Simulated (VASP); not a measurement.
# Hg in VASP: notebook

Runs on Hg. Level: PBEsol. Tasks: electric field gradients.

All numbers are computed with VASP 6.6.1; they aren't measurements. Logs are shortened: lines on timing, memory, paths and dates and some standing lists are left out, and cuts for length are marked.

## 1. The cell of the first run

It takes space group P6/mmm (No. 191, hexagonal). The conventional cell has a = 4.555 Å, b = 4.555 Å, c = 3.883 Å, α = 90.00°, β = 90.00°, γ = 120.00°. Hg (site symmetry -6m2) has 9 Hg at 2.63 to 3.27 Å within 3.5 Å. Within 4.3 Å of Hg (site symmetry 6/mmm) lie 14 Hg at 3.27 to 3.88 Å.

## 2. Electric field gradients, PBEsol (23.26 Å³/atom)

Contents of INCAR:

```
SYSTEM = Hg
ALGO = Normal ; EDIFF = 1E-8
ENCUT = 410 ; GGA = PS
GGA_COMPAT = .FALSE. ; ISIF = 2
ISMEAR = -1 ; LASPH = .TRUE.
LCHARG = .FALSE. ; LEFG = .TRUE.
LREAL = .FALSE. ; LWAVE = .FALSE.
NBANDS = 37 ; NELM = 120
PREC = Accurate ; SIGMA = 0.05
```

Contents of KPOINTS:

```
k-points
0
G
  8 8 9
  0 0 0
```

Contents of POSCAR:

```
Hg
1.0
    4.5550851948      0.0000000000      0.0000000000
   -2.2775425974      3.9448194950      0.0000000000
    0.0000000000      0.0000000000      3.8828572373
Hg
3
Direct
    0.3333333333      0.6666666667      0.5000000000
    0.0000000000      0.0000000000      0.0000000000
    0.6666666667      0.3333333333      0.5000000000
```

Potentials or basis: VASP PAW PBE potentials, release 64 (Hg_sv_GW).

Command:

```sh
$ cat potpaw_PBE.64/Hg_sv_GW/POTCAR > POTCAR
$ mpirun -np 1 vasp_std > vasp.out
```

OUTCAR:

```text
SYSTEM = Hg
   EDIFF = 1E-8
   ENCUT = 410
   GGA = PS
   ISIF = 2
   ISMEAR = -1
   LASPH = .TRUE.
   LREAL = .FALSE.
   NELM = 120
   PREC = Accurate

 ion  position               nearest neighbor table
   1  0.333  0.667  0.500-   3 2.63   3 2.63   3 2.63   2 3.27   2 3.27   2 3.27   2 3.27   2 3.27
                             2 3.27
   2  0.000  0.000  0.000-   1 3.27   3 3.27   1 3.27   3 3.27   1 3.27   1 3.27   3 3.27   3 3.27
                             3 3.27   3 3.27   1 3.27   1 3.27
   3  0.667  0.333  0.500-   1 2.63   1 2.63   1 2.63   2 3.27   2 3.27   2 3.27   2 3.27   2 3.27
                             2 3.27

  LATTYP: Found a hexagonal cell.
 ALAT       =     4.5550851948
 C/A-ratio  =     0.8524225281

  Lattice vectors:

 A1 = (   4.5550851948,   0.0000000000,   0.0000000000)
 A2 = (  -2.2775425974,   3.9448194950,   0.0000000000)
 A3 = (   0.0000000000,   0.0000000000,   3.8828572373)

Analysis of symmetry for initial positions (statically):
=====================================================================
 Subroutine PRICEL returns:
 Original cell was already a primitive cell.

 Routine SETGRP: Setting up the symmetry group for a
 hexagonal supercell.

 Subroutine GETGRP returns: Found 24 space group operations
 (whereof 24 operations were pure point group operations)
 out of a pool of 24 trial point group operations.

The static configuration has the point symmetry D_6h.

Analysis of symmetry for dynamics (positions and initial velocities):
=====================================================================
 Subroutine PRICEL returns:
 Original cell was already a primitive cell.

 Routine SETGRP: Setting up the symmetry group for a
 hexagonal supercell.

 Subroutine GETGRP returns: Found 24 space group operations
 (whereof 24 operations were pure point group operations)
 out of a pool of 24 trial point group operations.

The dynamic configuration has the point symmetry D_6h.

 Subroutine INISYM returns: Found 24 space group operations
 (whereof 24 operations are pure point group operations),
 and found     1 'primitive' translations

----------------------------------------------------------------------------------------

                                     Primitive cell

  volume of cell :      69.7710

  direct lattice vectors                    reciprocal lattice vectors
     4.555085195  0.000000000  0.000000000     0.219534862  0.126748512  0.000000000
    -2.277542597  3.944819495  0.000000000     0.000000000  0.253497023  0.000000000
     0.000000000  0.000000000  3.882857237     0.000000000  0.000000000  0.257542304

  length of vectors
     4.555085195  4.555085195  3.882857237     0.253497023  0.253497023  0.257542304

  position of ions in fractional coordinates (direct lattice)
     0.333333333  0.666666667  0.500000000
     0.000000000  0.000000000  0.000000000
     0.666666667  0.333333333  0.500000000

  ion indices of the primitive-cell ions
   primitive index   ion index
                 1           1
                 2           2
                 3           3

----------------------------------------------------------------------------------------

 KPOINTS: k-points

Automatic generation of k-mesh.
 Grid dimensions read from file:
 generate k-points for:    8    8    9

 Generating k-lattice:

  Cartesian coordinates                     Fractional coordinates (reciprocal lattice)
     0.027441858  0.015843564  0.000000000     0.125000000  0.000000000  0.000000000
     0.000000000  0.031687128  0.000000000     0.000000000  0.125000000  0.000000000
     0.000000000  0.000000000  0.028615812     0.000000000  0.000000000  0.111111111

  Length of vectors
     0.031687128  0.031687128  0.028615812

  Shift w.r.t. Gamma in fractional coordinates (k-lattice)
     0.000000000  0.000000000  0.000000000

 Subroutine IBZKPT returns following result:
 ===========================================

 Found     50 irreducible k-points:

 Following reciprocal coordinates:
            Coordinates               Weight
  0.000000  0.000000  0.000000      1.000000
  0.125000 -0.000000  0.000000      6.000000
  0.250000 -0.000000  0.000000      6.000000
  0.375000 -0.000000  0.000000      6.000000
  0.500000 -0.000000  0.000000      3.000000
  0.125000  0.125000  0.000000      6.000000
[... 16 lines left out ...]
  0.250000 -0.000000  0.222222     12.000000
  0.375000 -0.000000  0.222222     12.000000
 [... further k-points ...]
   k-points           NKPTS =     50   k-points in BZ     NKDIM =     50   number of bands    NBANDS=     37
   number of dos      NEDOS =    301   number of ions     NIONS =      3
   total plane-waves  NPLWV =  25200
   dimension x,y,z NGX =    30 NGY =   30 NGZ =   28
   dimension x,y,z NGXF=    60 NGYF=   60 NGZF=   56
   ions per type =               3
   NGX,Y,Z   is equivalent  to a cutoff of  10.95, 10.95, 11.99 a.u.
   NGXF,Y,Z  is equivalent  to a cutoff of  21.90, 21.90, 23.98 a.u.
 SYSTEM =  Hg
   PREC   = accura    normal or accurate (medium, high low for compatibility)
   ISTART =      0    job   : 0-new  1-cont  2-samecut
   ICHARG =      2    charge: 1-file 2-atom 10-const
   ISPIN  =      1    spin polarized calculation?
   LNONCOLLINEAR =      F non collinear calculations
   LSORBIT =      F    spin-orbit coupling
   LASPH  =      T    aspherical Exc in radial PAW
   ENCUT  =  410.0 eV  30.13 Ry    5.49 a.u.   7.52  7.52  6.41*2*pi/ulx,y,z
   NELM   =    120;   NELMIN=  2; NELMDL= -5     # of ELM steps
   EDIFF  = 0.1E-07   stopping-criterion for ELM
   LREAL  =      F    real-space projection
   EDIFFG = 0.1E-06   stopping-criterion for IOM
   NSW    =      0    number of steps for IOM
   IBRION =     -1    ionic relax: 0-MD 1-quasi-New 2-CG
   NFREE  =      0    steps in history (QN), initial steepest desc. (CG)
   ISIF   =      2    stress and relaxation
   ISYM   =      2    0-nonsym 1-usesym 2-fastsym
   POTIM  = 0.5000    time-step for ionic-motion
   TEBEG  =    0.0;   TEEND  =   0.0 temperature during run
   PSTRESS=    0.0 pullay stress
   NELECT =      60.0000    total number of electrons
   NUPDOWN=      -1.0000    fix difference up-down
   EMIN   =  10.00;   EMAX   =-10.00  energy-range for DOS
   EFERMI =   0.00;   METHOD = LEGACY
   ISMEAR =    -1;   SIGMA  =   0.05  broadening in eV -4-tet -1-fermi 0-gaus
   EFERMI_NEDOS =   21; number of points for ismear=-14 and -15
   IALGO  =     38    algorithm
   IMIX   =      4    mixing-type and parameters
     AMIX     =   0.40;   BMIX     =  1.00
     AMIX_MAG =   1.60;   BMIX_MAG =  1.00
  volume/ion in A,a.u.               =      23.26       156.95
  Fermi-wavevector in a.u.,A,eV,Ry     =   1.556803  2.941930 32.975549  2.423634
  Thomas-Fermi vector in A             =   2.660545
   LORBIT       =      0    0 simple, 1 ext, 2 COOP (PROOUT), +10 PAW based schemes
   GGA     = PS    functional components
   LHFCALC =     F    Hartree Fock is set to
   AEXX    =    0.0000 exact exchange contribution
   IVDW    =     0    specifies the selected vdW correction
   LEPSILON=     F    determine dielectric tensor
   LRPA    =     F    only Hartree local field effects (RPA)
 non-spin polarized calculation
  energy-cutoff  :      410.00
  volume of cell :       69.77
 maximum number of plane-waves:      1329
   NGX = 15   NGY = 15   NGZ = 13

 number of electron      60.0000056 magnetization

 Free energy of the ion-electron system (eV)
  ---------------------------------------------------
  ext. energy  EPLUGINS =         0.00000000
  ---------------------------------------------------
  free energy    TOTEN  =        -1.16681979 eV

  energy without entropy =       -1.15661528  energy(sigma->0) =       -1.16171753

 E-fermi :   6.2070     XC(G=0): -11.5521

 val. band max:        6.1932638791   @ k =   0.2500   0.1250   0.3333
 cond. band min:       6.2343563476   @ k =   0.3750   0.1250   0.3333
 fundamental gap:      0.0410924685
 Fermi energy:         6.2070012044

 k-point     1 :       0.0000    0.0000    0.0000
  band No.  band energies     occupation
      1    -109.3128      2.00000
      2    -109.2968      2.00000
      3    -108.7510      2.00000
      4     -57.7287      2.00000
      5     -57.7287      2.00000
      6     -57.5761      2.00000
[... 29 lines left out ...]
     36      14.0657      0.00000
     37      18.5171      0.00000

 k-point     2 :       0.1250   -0.0000    0.0000
  band No.  band energies     occupation
      1    -109.3127      2.00000
      2    -109.2973      2.00000
      3    -108.7512      2.00000
      4     -57.7305      2.00000
      5     -57.7237      2.00000
      6     -57.5753      2.00000
[... 29 lines left out ...]
     36      14.3043      0.00000
     37      17.6888      0.00000

 k-point     3 :       0.2500   -0.0000    0.0000
  band No.  band energies     occupation
      1    -109.3110      2.00000
      2    -109.2986      2.00000
      3    -108.7510      2.00000
      4     -57.7340      2.00000
      5     -57.7106      2.00000
      6     -57.5840      2.00000
[... 29 lines left out ...]
     36      15.4844      0.00000
     37      15.8252      0.00000

 k-point     4 :       0.3750   -0.0000    0.0000
  band No.  band energies     occupation
      1    -109.3088      2.00000
      2    -109.3011      2.00000
      3    -108.7512      2.00000
      4     -57.7379      2.00000
      5     -57.6943      2.00000
      6     -57.6007      2.00000
[... 29 lines left out ...]
     36      15.1864      0.00000
     37      15.4455      0.00000
[... 683 lines left out ...]
      1    -109.3123      2.00000
      2    -109.2974      2.00000
      3    -108.7510      2.00000
      4     -57.7301      2.00000
      5     -57.7240      2.00000
      6     -57.5751      2.00000
[... 29 lines left out ...]
     36      14.4216      0.00000
     37      14.5568      0.00000

 k-point    23 :       0.2500   -0.0000    0.2222
  band No.  band energies     occupation
      1    -109.3109      2.00000
      2    -109.2989      2.00000
      3    -108.7511      2.00000
      4     -57.7342      2.00000
      5     -57.7108      2.00000
      6     -57.5839      2.00000
[... 29 lines left out ...]
     36      13.7409      0.00000
     37      16.0740      0.00000

 k-point    24 :       0.3750   -0.0000    0.2222
  band No.  band energies     occupation
      1    -109.3086      2.00000
      2    -109.3008      2.00000
      3    -108.7509      2.00000
      4     -57.7378      2.00000
      5     -57.6937      2.00000
      6     -57.6002      2.00000
[... 29 lines left out ...]
     36      14.8008      0.00000
     37      16.7902      0.00000

 [... further k-points ...]

------------------------ aborting loop because EDIFF is reached ----------------------------------------

  FORCE on cell =-STRESS in cart. coord.  units (eV):
  Direction    XX          YY          ZZ          XY          YZ          ZX
  --------------------------------------------------------------------------------------
  -------------------------------------------------------------------------------------
  Total        3.5540998      3.5540998     -1.5883401      0.0000000      0.0000000     -0.0000000
  in kB       81.6140888     81.6140888    -36.4736334      0.0000000      0.0000000     -0.0000000
  external PRESSURE =      42.2515147 kB  Pullay stress =       0.0000000 kB

 VOLUME and BASIS-vectors are now :
 -----------------------------------------------------------------------------
  energy-cutoff  :      410.00
  volume of cell :       69.77
      direct lattice vectors                 reciprocal lattice vectors
     4.555085195  0.000000000  0.000000000     0.219534862  0.126748512  0.000000000
    -2.277542597  3.944819495  0.000000000     0.000000000  0.253497023  0.000000000
     0.000000000  0.000000000  3.882857237     0.000000000  0.000000000  0.257542304

 POSITION                                       TOTAL-FORCE (eV/Angst)
 -----------------------------------------------------------------------------------
     -0.00000      2.62988      1.94143        -0.000000      0.000000     -0.000000
      0.00000      0.00000      0.00000         0.000000     -0.000000      0.000000
      2.27754      1.31494      1.94143         0.000000     -0.000000      0.000000
 -----------------------------------------------------------------------------------
    total drift:                                0.000000      0.000000      0.000000

  FREE ENERGIE OF THE ION-ELECTRON SYSTEM (eV)
  ---------------------------------------------------
  free  energy   TOTEN  =        -1.1668197853 eV

  energy  without entropy=       -1.1566152830  energy(sigma->0) =       -1.16171753

 Electric field gradients (V/A^2)
---------------------------------------------------------------------
 ion       V_xx      V_yy      V_zz      V_xy      V_xz      V_yz
---------------------------------------------------------------------
   1    -141.258  -141.254   282.512     0.003     0.000     0.000
   2     -17.543   -17.539    35.082     0.003    -0.000     0.000
   3    -141.258  -141.254   282.512     0.003     0.000    -0.000
---------------------------------------------------------------------

 Electric field gradients after diagonalization (V/A^2)
 (convention: |V_zz| > |V_xx| > |V_yy|)
----------------------------------------------------------------------
 ion       V_xx      V_yy      V_zz     asymmetry (V_yy - V_xx)/ V_zz
----------------------------------------------------------------------
   1    -141.259  -141.253   282.512       0.000
   2     -17.544   -17.538    35.082       0.000
   3    -141.259  -141.253   282.512       0.000
----------------------------------------------------------------------

           NMR quadrupolar parameters

 Cq : quadrupolar parameter    Cq=e*Q*V_zz/h
 eta: asymmetry parameters     (V_yy - V_xx)/ V_zz
 Q  : nuclear electric quadrupole moment in mb (millibarn)
----------------------------------------------------------------------
 ion       Cq(MHz)       eta       Q (mb)
----------------------------------------------------------------------
   1       0.683       0.000       1.000
   2       0.085       0.000       1.000
   3       0.683       0.000       1.000
----------------------------------------------------------------------
```

Run time: 1.7 min. Hardware: 1 thread of Intel Xeon Platinum 8259CL at 2.50GHz (Skylake/Cascade Lake), shared host; peak memory 0.22 GiB.

Results:

* Free energy: -1.1668 eV
* Pressure: 4.2 GPa
* Band gap on the k mesh: zero (bands 30 and 31 overlap by 4.97 eV)
* Largest electric field gradient by atom: Hg +282.5, +35.1 (each value once) V/Å²

Stress tensor (GPa, compression positive):
```
 8.16  0.00  0.00
 0.00  8.16  0.00
 0.00  0.00 -3.65
```

Levels at points of the mesh, in eV from the Fermi level:
| k point | band 26 | band 27 | band 28 | band 29 | band 30 | band 31 | band 32 | band 33 | band 34 | band 35 |
| --- | --- | --- | --- | --- | --- | --- | --- | --- | --- | --- |
| (0.00, 0.00, 0.00) | -6.63 | -5.92 | -5.92 | 0.33 | 1.91 | 2.55 | 3.55 | 3.55 | 3.81 | 3.81 |
| (0.50, 0.00, 0.00) | -6.24 | -5.86 | -5.73 | -4.98 | -0.67 | 0.26 | 6.03 | 6.08 | 6.92 | 7.65 |

Electric field gradients, principal values (V/Å²):
```csv
atom,least,middle,greatest (by size)
1 Hg,-141.253,-141.259,282.512
2 Hg,-17.538,-17.544,35.082
3 Hg,-141.253,-141.259,282.512
```

Caveat: the stress differs along the axes, from -4 to 8 GPa; without QUAD_EFG the Cq values of the log hold for a quadrupole moment of 1 mb, not for the nuclei; the PAW data sets were made with another functional, which shifts forces and pressure a little; spin-orbit coupling is left out, which moves the levels of the heavy elements.

## 3. Electric field gradients, PBEsol (21.65 Å³/atom)

This run uses another cell than the first one, of 21.65 Å³/atom.

Contents of INCAR:

```
SYSTEM = Hg
PREC = Accurate
ENCUT = 410
EDIFF = 1E-8
ISMEAR = -1
SIGMA = 0.05
LREAL = .False.
LASPH = .True.
NELM = 120
ALGO = Normal
ISIF = 2
LWAVE = .False.
LCHARG = .False.
GGA = PS
LEFG = .True.
NBANDS = 37
GGA_COMPAT = .False.
```

Contents of KPOINTS:

```
regular mesh
0
Gamma
  8 8 9
  0 0 0
```

Contents of POSCAR:

```
Hg
1.0
    4.4473229131      0.0000000000      0.0000000000
   -2.2236614566      3.8514946216      0.0000000000
    0.0000000000      0.0000000000      3.7909982407
Hg
3
Direct
    0.3333333333      0.6666666667      0.5000000000
    0.0000000000      0.0000000000      0.0000000000
    0.6666666667      0.3333333333      0.5000000000
```

Potentials or basis: VASP PAW PBE potentials, release 64 (Hg_sv_GW).

Command:

```sh
$ cat potpaw_PBE.64/Hg_sv_GW/POTCAR > POTCAR
$ mpirun -np 1 vasp_std > vasp.out
```

OUTCAR:

```text
SYSTEM = Hg
   PREC = Accurate
   ENCUT = 410
   EDIFF = 1E-8
   ISMEAR = -1
   LREAL = .False.
   LASPH = .True.
   NELM = 120
   ISIF = 2
   GGA = PS

 ion  position               nearest neighbor table
   1  0.333  0.667  0.500-   3 2.57   3 2.57   3 2.57   2 3.19   2 3.19   2 3.19   2 3.19   2 3.19
                             2 3.19
   2  0.000  0.000  0.000-   1 3.19   3 3.19   1 3.19   3 3.19   3 3.19   3 3.19   1 3.19   1 3.19
                             3 3.19   3 3.19   1 3.19   1 3.19
   3  0.667  0.333  0.500-   1 2.57   1 2.57   1 2.57   2 3.19   2 3.19   2 3.19   2 3.19   2 3.19
                             2 3.19

[... 1188 lines left out ...]
 Electric field gradients (V/A^2)
---------------------------------------------------------------------
 ion       V_xx      V_yy      V_zz      V_xy      V_xz      V_yz
---------------------------------------------------------------------
   1    -155.400  -155.394   310.794     0.005     0.000     0.000
   2     -22.947   -22.941    45.888     0.005     0.000    -0.000
   3    -155.400  -155.394   310.794     0.005     0.000     0.000
---------------------------------------------------------------------

 Electric field gradients after diagonalization (V/A^2)
 (convention: |V_zz| > |V_xx| > |V_yy|)
----------------------------------------------------------------------
 ion       V_xx      V_yy      V_zz     asymmetry (V_yy - V_xx)/ V_zz
----------------------------------------------------------------------
   1    -155.403  -155.391   310.794       0.000
   2     -22.950   -22.938    45.888       0.000
   3    -155.403  -155.391   310.794       0.000
----------------------------------------------------------------------

           NMR quadrupolar parameters

 Cq : quadrupolar parameter    Cq=e*Q*V_zz/h
 eta: asymmetry parameters     (V_yy - V_xx)/ V_zz
 Q  : nuclear electric quadrupole moment in mb (millibarn)
----------------------------------------------------------------------
 ion       Cq(MHz)       eta       Q (mb)
----------------------------------------------------------------------
   1       0.751       0.000       1.000
   2       0.111       0.000       1.000
   3       0.751       0.000       1.000
----------------------------------------------------------------------
```

Wall time 1.8 min (1 thread of AMD EPYC 7R13 (Zen 3), shared host); peak memory 0.19 GiB.

What came out:

* Free energy: -0.8530 eV
* Pressure: 10.8 GPa
* Band gap on the k mesh: zero (bands 30 and 31 overlap by 5.53 eV)
* Largest electric field gradient by atom: Hg +310.8, +45.9 (each value once) V/Å²

Electric field gradients, principal values (V/Å²):
| atom | least | middle | greatest (by size) |
| --- | --- | --- | --- |
| 1 Hg | -155.391 | -155.403 | 310.794 |
| 2 Hg | -22.938 | -22.950 | 45.888 |
| 3 Hg | -155.391 | -155.403 | 310.794 |

Caveat: the stress differs along the axes, from -1 to 17 GPa; without QUAD_EFG the Cq values of the log hold for a quadrupole moment of 1 mb, not for the nuclei; the PAW data sets were made with another functional, which shifts forces and pressure a little; spin-orbit coupling is left out, which moves the levels of the heavy elements.

(Part 1 of 3 ends here.)

The gap in the log of VASP goes by the Fermi energy; the results here count the filled bands.